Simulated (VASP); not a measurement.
# H4Os (Cmmm) in VASP: notebook

Runs on H4Os. Level: PBE. Tasks: single point, relaxation of cell and atoms.

Everything below comes from runs of VASP 6.6.1. Logs are shortened: lines on timing, memory, paths and dates and some standing lists are left out, and cuts for length are marked.

## (1) The cell of the first run

Symmetry: Cmmm, No. 65, orthorhombic system. Conventional cell: a = 3.829 Å, b = 5.021 Å, c = 3.044 Å, α = 90.00°, β = 90.00°, γ = 90.00°. Within 2.0 Å of H (site symmetry m2m) lie 5 H at 1.47 to 1.97 Å and 1 Os at 1.77 Å. Within 2.3 Å of H (site symmetry 2mm) lie 2 Os at 1.77 Å and 6 H at 1.80 to 2.03 Å. Os (site symmetry mmm) has 10 H at 1.77 to 2.05 Å within 2.3 Å.

## (2) Single point, PBE

INCAR reads:

```
PREC = Accurate
ENCUT = 520
EDIFF = 1E-6
ISMEAR = 0
SIGMA = 0.1
LREAL = False
LASPH = True
NELM = 100
ALGO = Normal
ISIF = 2
LWAVE = False
LCHARG = False
GGA = PE
NBANDS = 14
```

KPOINTS reads:

```
regular mesh
0
Gamma
  6 6 6
```

POSCAR reads:

```
H4Os
1.0
    1.9145366396     -2.5105523744      0.0000000000
    1.9145366396      2.5105523744      0.0000000000
    0.0000000000      0.0000000000      3.0436425810
H Os
4 1
Direct
    0.6468513005      0.3531486995      0.0000000000
    0.3531486995      0.6468513005      0.0000000000
    0.7648678521      0.7648678521      0.5000000000
    0.2351321479      0.2351321479      0.5000000000
    0.0000000000      0.0000000000      0.0000000000
```

Potentials or basis: VASP PAW PBE potentials, release 64 (H, Os).

On the command line:

```bash
> cat potpaw_PBE.64/H/POTCAR potpaw_PBE.64/Os/POTCAR > POTCAR
> mpirun -np 1 vasp_std > vasp.out
```

OUTCAR:

```text
PREC = Accurate
   ENCUT = 520
   EDIFF = 1E-6
   ISMEAR = 0
   LREAL = False
   LASPH = True
   NELM = 100
   ISIF = 2
   GGA = PE

 ion  position               nearest neighbor table
   1  0.647  0.353  0.000-   5 1.77   5 2.05   5 2.05
   2  0.353  0.647  0.000-   5 1.77   5 2.05   5 2.05
   3  0.765  0.765  0.500-   5 1.77   5 1.77
   4  0.235  0.235  0.500-   5 1.77   5 1.77
   5  0.000  0.000  0.000-   3 1.77   4 1.77   3 1.77   4 1.77   1 1.77   2 1.77   1 2.05   2 2.05
                             1 2.05   2 2.05

  LATTYP: Found a base centered orthorhombic cell.
 ALAT       =     3.8290732792
 B/A-ratio  =     1.3113106965
 C/A-ratio  =     0.7948770784

  Lattice vectors:

 A1 = (   1.9145366396,  -2.5105523744,   0.0000000000)
 A2 = (   1.9145366396,   2.5105523744,   0.0000000000)
 A3 = (   0.0000000000,   0.0000000000,   3.0436425810)

Analysis of symmetry for initial positions (statically):
=====================================================================
 Subroutine PRICEL returns:
 Original cell was already a primitive cell.

 Routine SETGRP: Setting up the symmetry group for a
 base centered orthorhombic supercell.

 Subroutine GETGRP returns: Found  8 space group operations
 (whereof  8 operations were pure point group operations)
 out of a pool of  8 trial point group operations.

The static configuration has the point symmetry D_2h.

Analysis of symmetry for dynamics (positions and initial velocities):
=====================================================================
 Subroutine PRICEL returns:
 Original cell was already a primitive cell.

 Routine SETGRP: Setting up the symmetry group for a
 base centered orthorhombic supercell.

 Subroutine GETGRP returns: Found  8 space group operations
 (whereof  8 operations were pure point group operations)
 out of a pool of  8 trial point group operations.

The dynamic configuration has the point symmetry D_2h.

 Subroutine INISYM returns: Found  8 space group operations
 (whereof  8 operations are pure point group operations),
 and found     1 'primitive' translations

----------------------------------------------------------------------------------------

                                     Primitive cell

  volume of cell :      29.2588

  direct lattice vectors                    reciprocal lattice vectors
     1.914536640 -2.510552374  0.000000000     0.261159797 -0.199159358  0.000000000
     1.914536640  2.510552374  0.000000000     0.261159797  0.199159358  0.000000000
     0.000000000  0.000000000  3.043642581     0.000000000  0.000000000  0.328553690

  length of vectors
     3.157265236  3.157265236  3.043642581     0.328433996  0.328433996  0.328553690

  position of ions in fractional coordinates (direct lattice)
     0.646851301  0.353148699  0.000000000
     0.353148699  0.646851301  0.000000000
     0.764867852  0.764867852  0.500000000
     0.235132148  0.235132148  0.500000000
     0.000000000  0.000000000  0.000000000

  ion indices of the primitive-cell ions
   primitive index   ion index
                 1           1
                 2           2
                 3           3
                 4           4
                 5           5

----------------------------------------------------------------------------------------

 KPOINTS: regular mesh

Automatic generation of k-mesh.
 Grid dimensions read from file:
 generate k-points for:    6    6    6

 Generating k-lattice:

  Cartesian coordinates                     Fractional coordinates (reciprocal lattice)
     0.043526633 -0.033193226  0.000000000     0.166666667 -0.000000000  0.000000000
     0.043526633  0.033193226  0.000000000    -0.000000000  0.166666667  0.000000000
     0.000000000  0.000000000  0.054758948     0.000000000  0.000000000  0.166666667

  Length of vectors
     0.054738999  0.054738999  0.054758948

  Shift w.r.t. Gamma in fractional coordinates (k-lattice)
     0.000000000  0.000000000  0.000000000

 Subroutine IBZKPT returns following result:
 ===========================================

 Found     52 irreducible k-points:

 Following reciprocal coordinates:
            Coordinates               Weight
  0.000000  0.000000  0.000000      1.000000
  0.166667  0.000000  0.000000      4.000000
  0.333333  0.000000  0.000000      4.000000
  0.500000  0.000000  0.000000      2.000000
  0.166667  0.166667  0.000000      2.000000
  0.333333  0.166667  0.000000      4.000000
[... 16 lines left out ...]
  0.333333  0.333333  0.166667      4.000000
  0.500000  0.333333  0.166667      8.000000
 [... further k-points ...]
   k-points           NKPTS =     52   k-points in BZ     NKDIM =     52   number of bands    NBANDS=     14
   number of dos      NEDOS =    301   number of ions     NIONS =      5
   total plane-waves  NPLWV =  13824
   dimension x,y,z NGX =    24 NGY =   24 NGZ =   24
   dimension x,y,z NGXF=    48 NGYF=   48 NGZF=   48
   ions per type =               4   1
   NGX,Y,Z   is equivalent  to a cutoff of  12.64, 12.64, 13.11 a.u.
   NGXF,Y,Z  is equivalent  to a cutoff of  25.27, 25.27, 26.22 a.u.
 SYSTEM =  unknown system
   PREC   = accura    normal or accurate (medium, high low for compatibility)
   ISTART =      0    job   : 0-new  1-cont  2-samecut
   ICHARG =      2    charge: 1-file 2-atom 10-const
   ISPIN  =      1    spin polarized calculation?
   LNONCOLLINEAR =      F non collinear calculations
   LSORBIT =      F    spin-orbit coupling
   LASPH  =      T    aspherical Exc in radial PAW
   ENCUT  =  520.0 eV  38.22 Ry    6.18 a.u.   5.87  5.87  5.66*2*pi/ulx,y,z
   NELM   =    100;   NELMIN=  2; NELMDL= -5     # of ELM steps
   EDIFF  = 0.1E-05   stopping-criterion for ELM
   LREAL  =      F    real-space projection
   EDIFFG = 0.1E-04   stopping-criterion for IOM
   NSW    =      0    number of steps for IOM
   IBRION =     -1    ionic relax: 0-MD 1-quasi-New 2-CG
   NFREE  =      0    steps in history (QN), initial steepest desc. (CG)
   ISIF   =      2    stress and relaxation
   ISYM   =      2    0-nonsym 1-usesym 2-fastsym
   POTIM  = 0.5000    time-step for ionic-motion
   TEBEG  =    0.0;   TEEND  =   0.0 temperature during run
   PSTRESS=    0.0 pullay stress
   NELECT =      12.0000    total number of electrons
   NUPDOWN=      -1.0000    fix difference up-down
   EMIN   =  10.00;   EMAX   =-10.00  energy-range for DOS
   EFERMI =   0.00;   METHOD = LEGACY
   ISMEAR =     0;   SIGMA  =   0.10  broadening in eV -4-tet -1-fermi 0-gaus
   EFERMI_NEDOS =   21; number of points for ismear=-14 and -15
   IALGO  =     38    algorithm
   IMIX   =      4    mixing-type and parameters
     AMIX     =   0.40;   BMIX     =  1.00
     AMIX_MAG =   1.60;   BMIX_MAG =  1.00
  volume/ion in A,a.u.               =       5.85        39.49
  Fermi-wavevector in a.u.,A,eV,Ry     =   1.216325  2.298521 20.129099  1.479447
  Thomas-Fermi vector in A             =   2.351683
   LORBIT       =      0    0 simple, 1 ext, 2 COOP (PROOUT), +10 PAW based schemes
   GGA     = PE    functional components
   LHFCALC =     F    Hartree Fock is set to
   AEXX    =    0.0000 exact exchange contribution
   IVDW    =     0    specifies the selected vdW correction
   LEPSILON=     F    determine dielectric tensor
   LRPA    =     F    only Hartree local field effects (RPA)
 non-spin polarized calculation
 Gauss-broadening in eV      SIGMA  =   0.10
  energy-cutoff  :      520.00
  volume of cell :       29.26
 maximum number of plane-waves:       808
   NGX = 11   NGY = 11   NGZ = 11

 number of electron      12.0000001 magnetization

 Free energy of the ion-electron system (eV)
  ---------------------------------------------------
  ext. energy  EPLUGINS =         0.00000000
  ---------------------------------------------------
  free energy    TOTEN  =       -22.61189110 eV

  energy without entropy =      -22.60799363  energy(sigma->0) =      -22.60994236

 E-fermi :   4.8382     XC(G=0): -11.7367

 val. band max:        4.8287397796   @ k =   0.5000   0.3333   0.1667
 cond. band min:       4.8504914662   @ k =  -0.1667   0.1667   0.0000
 fundamental gap:      0.0217516866
 Fermi energy:         4.8382292546

 k-point     1 :       0.0000    0.0000    0.0000
  band No.  band energies     occupation
      1      -7.9459      2.00000
      2      -2.8296      2.00000
      3       0.8825      2.00000
      4       3.0533      2.00000
      5       3.9310      2.00000
      6       4.9243      0.22331
      7       5.0285      0.00713
      8       5.7981      0.00000
      9      12.7029      0.00000
     10      12.7255      0.00000
     11      15.9872      0.00000
     12      18.5358      0.00000
     13      20.0938      0.00000
     14      22.5153      0.00000

 k-point     2 :       0.1667    0.0000    0.0000
  band No.  band energies     occupation
      1      -7.4299      2.00000
      2      -2.7185      2.00000
      3       0.3283      2.00000
      4       2.5710      2.00000
      5       3.6841      2.00000
      6       4.5150      2.00000
      7       4.7600      1.73145
      8       7.2819      0.00000
      9      11.9098      0.00000
     10      13.7027      0.00000
     11      16.1826      0.00000
     12      16.5627      0.00000
     13      20.8427      0.00000
     14      23.5460      0.00000
[... 343 lines left out ...]
      1      -4.1902      2.00000
      2      -2.8887      2.00000
      3      -0.2327      2.00000
      4       0.6386      2.00000
      5       3.1738      2.00000
      6       3.5709      2.00000
      7       6.0676      0.00000
      8       7.1527      0.00000
      9       9.7734      0.00000
     10      14.6564      0.00000
     11      14.8406      0.00000
     12      16.7520      0.00000
     13      21.2835      0.00000
     14      22.3630      0.00000

 k-point    24 :       0.5000    0.3333    0.1667
  band No.  band energies     occupation
      1      -4.7572      2.00000
      2      -2.0971      2.00000
      3      -0.3350      2.00000
      4       0.4645      2.00000
      5       2.9904      2.00000
      6       4.8287      1.10676
      7       5.6824      0.00000
      8       7.1089      0.00000
      9      10.8108      0.00000
     10      12.6533      0.00000
     11      15.0535      0.00000
     12      16.3376      0.00000
     13      20.0376      0.00000
     14      22.3281      0.00000

 [... further k-points ...]

------------------------ aborting loop because EDIFF is reached ----------------------------------------

  FORCE on cell =-STRESS in cart. coord.  units (eV):
  Direction    XX          YY          ZZ          XY          YZ          ZX
  --------------------------------------------------------------------------------------
  -------------------------------------------------------------------------------------
  Total        0.0326999      0.1084228      0.2405537      0.0000000      0.0000000      0.0000000
  in kB        1.7906084      5.9371054     13.1724356      0.0000000      0.0000000      0.0000000
  external PRESSURE =       6.9667165 kB  Pullay stress =       0.0000000 kB

 VOLUME and BASIS-vectors are now :
 -----------------------------------------------------------------------------
  energy-cutoff  :      520.00
  volume of cell :       29.26
      direct lattice vectors                 reciprocal lattice vectors
     1.914536640 -2.510552374  0.000000000     0.261159797 -0.199159358  0.000000000
     1.914536640  2.510552374  0.000000000     0.261159797  0.199159358  0.000000000
     0.000000000  0.000000000  3.043642581     0.000000000  0.000000000  0.328553690

 POSITION                                       TOTAL-FORCE (eV/Angst)
 -----------------------------------------------------------------------------------
      1.91454     -0.73736      0.00000        -0.000000      0.028634      0.000000
      1.91454      0.73736      0.00000        -0.000000     -0.028634     -0.000000
      2.92874      0.00000      1.52182        -0.025336      0.000000      0.000000
      0.90034      0.00000      1.52182         0.025336      0.000000      0.000000
      0.00000      0.00000      0.00000        -0.000000      0.000000      0.000000
 -----------------------------------------------------------------------------------
    total drift:                                0.000000      0.000000     -0.000000

  FREE ENERGIE OF THE ION-ELECTRON SYSTEM (eV)
  ---------------------------------------------------
  free  energy   TOTEN  =       -22.6118911007 eV

  energy  without entropy=      -22.6079936274  energy(sigma->0) =      -22.60994236
```

Wall time 6.2 s (1 thread of Intel Xeon 6975P-C (Granite Rapids), shared host); peak memory 0.14 GiB.

What came out:

| Property | Result |
| --- | --- |
| Free energy | -22.6119 eV |
| Pressure | 0.7 GPa |
| Largest force | 0.029 eV/Å |
| Band gap on the k mesh | zero (band 6 reaches 5.31 eV, above the bottom of band 7 at 4.32 eV) |

Forces in eV/Å, atoms in the order of the input:
```
H    0.000  0.029  0.000
H    0.000 -0.029  0.000
H   -0.025  0.000  0.000
H    0.025  0.000  0.000
Os   0.000  0.000  0.000
```

Levels at points of the mesh, in eV from the Fermi level:
```tsv
k point	band 2	band 3	band 4	band 5	band 6	band 7	band 8	band 9	band 10	band 11
(0.00, 0.00, 0.00)	-7.67	-3.96	-1.78	-0.91	0.09	0.19	0.96	7.86	7.89	11.15
(0.50, 0.00, 0.00)	-8.56	-6.83	-2.06	-1.96	-0.24	0.87	0.99	7.04	9.18	12.92
(0.50, 0.50, 0.00)	-7.10	-4.67	-2.22	-1.54	-1.33	0.34	1.23	6.57	9.02	9.81
(0.00, 0.00, 0.50)	-7.18	-5.44	-3.48	-1.49	-1.45	1.36	1.64	9.93	10.18	11.52
(0.50, 0.00, 0.50)	-6.64	-6.32	-4.28	-2.33	-1.66	0.51	2.98	5.98	8.87	11.04
(0.50, 0.50, 0.50)	-6.59	-4.46	-4.25	-3.12	0.46	0.50	4.84	5.91	6.29	7.66
```

Caveat: spin-orbit coupling is left out, which moves the levels of the heavy elements.

## (3) Relaxation of cell and atoms, PBE

This run uses another cell than the first one, of 6.52 Å³/atom, 1.113 times its volume.

INCAR reads:

```
SYSTEM = H4Os
PREC = Accurate ; ENCUT = 600
EDIFF = 1E-6 ; ISMEAR = 0
SIGMA = 0.1 ; LREAL = .False.
LASPH = .True. ; NELM = 100
ALGO = Normal ; ISIF = 3
LWAVE = .False. ; LCHARG = .False.
GGA = PE ; IBRION = 2
NSW = 90 ; EDIFFG = -0.04
```

KPOINTS reads:

```
Automatic mesh
0
Gamma
  6 6 6
  0 0 0
```

POSCAR reads:

```
H4Os
1.0
    2.1342149360     -2.9646568660      0.0000000000
    2.1342149360      2.9646568660      0.0000000000
    0.0000000000      0.0000000000      2.5743555270
H Os
4 1
Direct
    0.7031560736      0.2968439264      0.0000000000
    0.2968439264      0.7031560736      0.0000000000
    0.7151666980      0.7151666980      0.5000000000
    0.2848333020      0.2848333020      0.5000000000
    0.0000000000      0.0000000000      0.0000000000
```

Potentials or basis: VASP PAW PBE potentials, release 64 (H, Os).

On the command line:

```bash
> cat potpaw_PBE.64/H/POTCAR potpaw_PBE.64/Os/POTCAR > POTCAR
> mpirun -np 1 vasp_std > vasp.out
```

Run time: 1.9 min. Hardware: 1 thread of Intel Xeon 6975P-C (Granite Rapids), shared host; peak memory 0.18 GiB.

The run converged. Its results:

| Quantity | Value |
| --- | --- |
| Free energy | -22.6112 eV |
| Relaxed volume | 5.87 Å³/atom |
| Relaxed cell | a = 3.162 Å, b = 3.162 Å, c = 3.046 Å, α = 90.00°, β = 90.00°, γ = 105.61° |
| Space group after relaxing (to 0.05 Å) | Cmmm (No. 65) |
| Energy gained by relaxing | 160.6 meV/atom |
| Ionic steps | 21 |
| Pressure after relaxing | 0.2 GPa |
| Largest force after relaxing | 0.014 eV/Å |
| Band gap on the k mesh | zero (band 6 reaches 5.28 eV, above the bottom of band 7 at 4.30 eV) |

Forces in eV/Å, atoms in the order of the input:
```
H    0.000  0.014  0.000
H    0.000 -0.014  0.000
H    0.008  0.000  0.000
H   -0.008  0.000  0.000
Os   0.000  0.000  0.000
```

Stress tensor (GPa, compression positive):
```
 0.24  0.00  0.00
 0.00 -0.09  0.00
 0.00  0.00  0.51
```

Step by step:
```csv
step,energy change (eV),largest force (eV/Å),pressure (GPa),volume (Å³)
1,0.0000,0.1369,1.66,32.58
2,-0.0410,0.2688,-1.70,32.89
3,-0.0622,0.4341,-4.37,33.18
4,-0.0786,0.7383,-8.73,33.72
5,-0.0970,0.7301,-8.81,33.66
6,-0.1511,0.7553,-9.05,33.49
7,-0.2539,0.9105,-9.40,33.09
8,-0.4058,1.2108,-8.00,32.08
9,-0.5138,0.9770,-5.02,31.28
10,-0.5931,0.5216,2.33,29.89
11,-0.6411,0.3685,0.60,29.98
12,-0.7330,0.0776,-4.14,30.20
13,-0.6242,0.9260,-11.04,30.55
14,-0.7451,0.2398,-5.90,30.29
15,-0.7850,0.2336,-2.61,29.62
16,-0.7942,0.2251,-0.19,29.20
17,-0.7944,0.2237,0.22,29.13
18,-0.8000,0.1036,0.24,29.18
19,-0.8018,0.0888,0.30,29.23
20,-0.8027,0.0411,0.25,29.29
21,-0.8029,0.0137,0.22,29.33
```

Final structure:
```
CELL_PARAMETERS angstrom
1.91159 -2.51880 0.00000
1.91159 2.51880 0.00000
0.00000 0.00000 3.04583
ATOMIC_POSITIONS crystal
H 0.64712 0.35288 0.00000
H 0.35288 0.64712 0.00000
H 0.76380 0.76380 0.50000
H 0.23620 0.23620 0.50000
Os 0.00000 0.00000 0.00000
```

Levels at points of the mesh, in eV from the Fermi level:
```tsv
k point	band 3	band 4	band 5	band 6	band 7	band 8	band 9	band 10
(0.00, 0.00, 0.00)	-3.94	-1.81	-0.91	0.08	0.19	0.93	7.85	7.87
(0.50, 0.00, 0.00)	-6.83	-2.04	-1.96	-0.25	0.86	0.98	7.00	9.10
(0.50, 0.50, 0.00)	-4.71	-2.18	-1.53	-1.33	0.32	1.20	6.59	9.77
(0.00, 0.00, 0.50)	-5.43	-3.46	-1.51	-1.44	1.35	1.61	9.91	10.20
(0.50, 0.00, 0.50)	-6.30	-4.26	-2.33	-1.64	0.50	2.96	5.95	8.83
(0.50, 0.50, 0.50)	-4.48	-4.24	-3.17	0.45	0.47	4.79	5.94	6.32
```

Caveat: the k points lie up to 0.34 Å⁻¹ apart in the final cell; spin-orbit coupling is left out, which moves the levels of the heavy elements.

(Continued in part 2 of 2.)
